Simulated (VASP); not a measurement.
# Be4Ga2C (Cmmm) in VASP: notebook, part 2 of 2

VASP 6.6.1.

**3. Single point, PBE**

Contents of INCAR:

```
  PREC = Accurate
  ENCUT = 520
  EDIFF = 1E-7
  ISMEAR = 0
  SIGMA = 0.1
  LREAL = False
  LASPH = True
  NELM = 100
  ALGO = Normal
  ISIF = 2
  LWAVE = False
  LCHARG = True
  GGA = PE
  LELF = True
  LVHAR = True
  NBANDS = 28
```

Contents of KPOINTS:

```
regular mesh
0
Gamma
  4 4 6
```

Contents of POSCAR:

```
Be4Ga2C
1.0
    2.7087626173     -6.0387815787      0.1269503968
    2.7087626173      6.0387815787      0.1269503968
   -0.1339795952      0.0000000000      2.8588930727
Be Ga C
4 2 1
Direct
    0.1912957200      0.1912957200      0.5000026923
    0.1392428814      0.8607571186      0.0000000000
    0.8087042800      0.8087042800      0.4999973077
    0.8607571186      0.1392428814      0.0000000000
    0.0000000000      0.5000000000      0.5000000000
    0.5000000000      0.0000000000      0.5000000000
    0.0000000000      0.0000000000      0.0000000000
```

Potentials or basis: VASP PAW PBE potentials, release 64 (Be, Ga_d, C).

The run is started by

```console
$ cat potpaw_PBE.64/Be/POTCAR potpaw_PBE.64/Ga_d/POTCAR potpaw_PBE.64/C/POTCAR > POTCAR
$ mpirun -np 1 vasp_std > vasp.out
```

OUTCAR:

```text
PREC = Accurate
   ENCUT = 520
   EDIFF = 1E-7
   ISMEAR = 0
   LREAL = False
   LASPH = True
   NELM = 100
   ISIF = 2
   GGA = PE

 ion  position               nearest neighbor table
   1  0.191  0.191  0.500-   7 1.77   7 1.77   3 2.07
   2  0.139  0.861  0.000-   7 1.68   5 2.38   6 2.38   5 2.38   6 2.38
   3  0.809  0.809  0.500-   7 1.77   7 1.77   1 2.07
   4  0.861  0.139  0.000-   7 1.68   6 2.38   5 2.38   5 2.38   6 2.38
   5  0.000  0.500  0.500-   4 2.38   2 2.38   2 2.38   4 2.38   6 2.71   6 2.71
   6  0.500  0.000  0.500-   2 2.38   4 2.38   2 2.38   4 2.38   5 2.71   5 2.71
   7  0.000  0.000  0.000-   2 1.68   4 1.68   3 1.77   1 1.77   1 1.77   3 1.77

  LATTYP: Found a base centered orthorhombic cell.
 ALAT       =     5.4234717000
 B/A-ratio  =     2.2269062743
 C/A-ratio  =     0.5277119397

  Lattice vectors:

 A1 = (   2.7087626173,  -6.0387815787,   0.1269503968)
 A2 = (   2.7087626173,   6.0387815787,   0.1269503968)
 A3 = (  -0.1339795952,   0.0000000000,   2.8588930727)

Analysis of symmetry for initial positions (statically):
=====================================================================
 Subroutine PRICEL returns:
 Original cell was already a primitive cell.

 Routine SETGRP: Setting up the symmetry group for a
 base centered orthorhombic supercell.

 Subroutine GETGRP returns: Found  8 space group operations
 (whereof  8 operations were pure point group operations)
 out of a pool of  8 trial point group operations.

The static configuration has the point symmetry D_2h.

Analysis of symmetry for dynamics (positions and initial velocities):
=====================================================================
 Subroutine PRICEL returns:
 Original cell was already a primitive cell.

 Routine SETGRP: Setting up the symmetry group for a
 base centered orthorhombic supercell.

 Subroutine GETGRP returns: Found  8 space group operations
 (whereof  8 operations were pure point group operations)
 out of a pool of  8 trial point group operations.

The dynamic configuration has the point symmetry D_2h.

 Subroutine INISYM returns: Found  8 space group operations
 (whereof  8 operations are pure point group operations),
 and found     1 'primitive' translations

----------------------------------------------------------------------------------------

                                     Primitive cell

  volume of cell :      93.7348

  direct lattice vectors                    reciprocal lattice vectors
     2.708762617 -6.038781579  0.126950397     0.184181597 -0.082798159  0.008631514
     2.708762617  6.038781579  0.126950397     0.184181597  0.082798159  0.008631514
    -0.133979595  0.000000000  2.858893073    -0.016357329  0.000000000  0.349019158

  length of vectors
     6.619697446  6.619697446  2.862030771     0.202121001  0.202121001  0.349402253

  position of ions in fractional coordinates (direct lattice)
     0.191295720  0.191295720  0.500002692
     0.139242881  0.860757119  1.000000000
     0.808704280  0.808704280  0.499997308
     0.860757119  0.139242881  1.000000000
     0.000000000  0.500000000  0.500000000
[... 42 lines left out ...]
  0.250000 -0.000000  0.000000      4.000000
  0.500000 -0.000000  0.000000      2.000000
  0.250000  0.250000  0.000000      2.000000
  0.500000  0.250000 -0.000000      4.000000
 -0.250000  0.250000  0.000000      2.000000
[... 16 lines left out ...]
  0.250000 -0.000000  0.500000      4.000000
  0.500000 -0.000000  0.500000      2.000000
 [... further k-points ...]
   k-points           NKPTS =     28   k-points in BZ     NKDIM =     28   number of bands    NBANDS=     28
   number of dos      NEDOS =    301   number of ions     NIONS =      7
   total plane-waves  NPLWV =  60000
   dimension x,y,z NGX =    50 NGY =   50 NGZ =   24
   dimension x,y,z NGXF=   100 NGYF=  100 NGZF=   48
   ions per type =               4   2   1
   NGX,Y,Z   is equivalent  to a cutoff of  12.56, 12.56, 13.94 a.u.
   NGXF,Y,Z  is equivalent  to a cutoff of  25.11, 25.11, 27.88 a.u.
 SYSTEM =  unknown system
   PREC   = accura    normal or accurate (medium, high low for compatibility)
   ISTART =      0    job   : 0-new  1-cont  2-samecut
   ICHARG =      2    charge: 1-file 2-atom 10-const
   ISPIN  =      1    spin polarized calculation?
   LNONCOLLINEAR =      F non collinear calculations
   LSORBIT =      F    spin-orbit coupling
   LASPH  =      T    aspherical Exc in radial PAW
   ENCUT  =  520.0 eV  38.22 Ry    6.18 a.u.  12.31 12.31  5.32*2*pi/ulx,y,z
   NELM   =    100;   NELMIN=  2; NELMDL= -5     # of ELM steps
   EDIFF  = 0.1E-06   stopping-criterion for ELM
   LREAL  =      F    real-space projection
   EDIFFG = 0.1E-05   stopping-criterion for IOM
   NSW    =      0    number of steps for IOM
   IBRION =     -1    ionic relax: 0-MD 1-quasi-New 2-CG
   NFREE  =      0    steps in history (QN), initial steepest desc. (CG)
   ISIF   =      2    stress and relaxation
   ISYM   =      2    0-nonsym 1-usesym 2-fastsym
   POTIM  = 0.5000    time-step for ionic-motion
   TEBEG  =    0.0;   TEEND  =   0.0 temperature during run
   PSTRESS=    0.0 pullay stress
   NELECT =      38.0000    total number of electrons
   NUPDOWN=      -1.0000    fix difference up-down
   EMIN   =  10.00;   EMAX   =-10.00  energy-range for DOS
   EFERMI =   0.00;   METHOD = LEGACY
   ISMEAR =     0;   SIGMA  =   0.10  broadening in eV -4-tet -1-fermi 0-gaus
   EFERMI_NEDOS =   21; number of points for ismear=-14 and -15
   IALGO  =     38    algorithm
   IMIX   =      4    mixing-type and parameters
     AMIX     =   0.40;   BMIX     =  1.00
     AMIX_MAG =   1.60;   BMIX_MAG =  1.00
  volume/ion in A,a.u.               =      13.39        90.36
  Fermi-wavevector in a.u.,A,eV,Ry     =   1.211627  2.289643 19.973905  1.468041
  Thomas-Fermi vector in A             =   2.347137
   LORBIT       =      0    0 simple, 1 ext, 2 COOP (PROOUT), +10 PAW based schemes
   GGA     = PE    functional components
   LHFCALC =     F    Hartree Fock is set to
   AEXX    =    0.0000 exact exchange contribution
   IVDW    =     0    specifies the selected vdW correction
   LEPSILON=     F    determine dielectric tensor
   LRPA    =     F    only Hartree local field effects (RPA)
 non-spin polarized calculation
 Gauss-broadening in eV      SIGMA  =   0.10
  energy-cutoff  :      520.00
  volume of cell :       93.73
 maximum number of plane-waves:      2571
 NGX is ok and might be reduce to    50
   NGX = 25   NGY = 25   NGZ = 11

 number of electron      38.0000013 magnetization

 Free energy of the ion-electron system (eV)
  ---------------------------------------------------
  ext. energy  EPLUGINS =         0.00000000
  ---------------------------------------------------
  free energy    TOTEN  =       -27.70819230 eV

  energy without entropy =      -27.69573103  energy(sigma->0) =      -27.70196167

 E-fermi :   4.3624     XC(G=0):  -9.8104

 val. band max:        4.2860049465   @ k =   0.2500  -0.0000   0.3333
 cond. band min:       4.3752368772   @ k =   0.5000   0.2500   0.3333
 fundamental gap:      0.0892319307
 Fermi energy:         4.3623880374

 k-point     1 :       0.0000    0.0000    0.0000
  band No.  band energies     occupation
      1     -10.7502      2.00000
      2     -10.6096      2.00000
      3     -10.5589      2.00000
      4     -10.5534      2.00000
      5     -10.4863      2.00000
      6     -10.3709      2.00000
[... 733 lines left out ...]
     27      10.5763      0.00000
     28      11.0400      0.00000

 [... further k-points ...]

------------------------ aborting loop because EDIFF is reached ----------------------------------------

  FORCE on cell =-STRESS in cart. coord.  units (eV):
  Direction    XX          YY          ZZ          XY          YZ          ZX
  --------------------------------------------------------------------------------------
  -------------------------------------------------------------------------------------
  Total        0.0800237      0.1205766      0.0539418      0.0000000      0.0000000      0.0012252
  in kB        1.3678173      2.0609747      0.9220085      0.0000000      0.0000000      0.0209417
  external PRESSURE =       1.4502668 kB  Pullay stress =       0.0000000 kB

 VOLUME and BASIS-vectors are now :
 -----------------------------------------------------------------------------
  energy-cutoff  :      520.00
  volume of cell :       93.73
      direct lattice vectors                 reciprocal lattice vectors
     2.708762617 -6.038781579  0.126950397     0.184181597 -0.082798159  0.008631514
     2.708762617  6.038781579  0.126950397     0.184181597  0.082798159  0.008631514
    -0.133979595  0.000000000  2.858893073    -0.016357329  0.000000000  0.349019158

 POSITION                                       TOTAL-FORCE (eV/Angst)
 -----------------------------------------------------------------------------------
      0.96936      0.00000      1.47802         0.024840      0.000000      0.001164
      2.70876      4.35707      0.12695        -0.000000     -0.018324      0.000000
      4.31419      0.00000      1.63477        -0.024840      0.000000     -0.001164
      2.70876     -4.35707      0.12695        -0.000000      0.018324      0.000000
      1.28739      3.01939      1.49292        -0.000000      0.000000     -0.000000
      1.28739     -3.01939      1.49292        -0.000000     -0.000000     -0.000000
      0.00000      0.00000      0.00000        -0.000000      0.000000     -0.000000
 -----------------------------------------------------------------------------------
    total drift:                                0.000000     -0.000000      0.000000

  FREE ENERGIE OF THE ION-ELECTRON SYSTEM (eV)
  ---------------------------------------------------
  free  energy   TOTEN  =       -27.7081923013 eV

  energy  without entropy=      -27.6957310312  energy(sigma->0) =      -27.70196167
```

Run time: 2.2 min. Hardware: 1 thread of Intel Xeon Platinum 8259CL at 2.50GHz (Skylake/Cascade Lake), shared host; peak memory 0.26 GiB.

What came out:

```
Free energy            : -27.7082 eV
Pressure               : 0.1 GPa
Largest force          : 0.025 eV/Å
Band gap on the k mesh : zero (band 19 reaches 5.30 eV, above the bottom of band 20 at 3.89 eV)
```

Forces on the atoms (eV/Å):
```
Be   0.025  0.000  0.001
Be   0.000 -0.018  0.000
Be  -0.025  0.000 -0.001
Be   0.000  0.018  0.000
Ga   0.000  0.000  0.000
Ga   0.000  0.000  0.000
C    0.000  0.000  0.000
```

Caveat: the k points lie up to 0.37 Å⁻¹ apart.
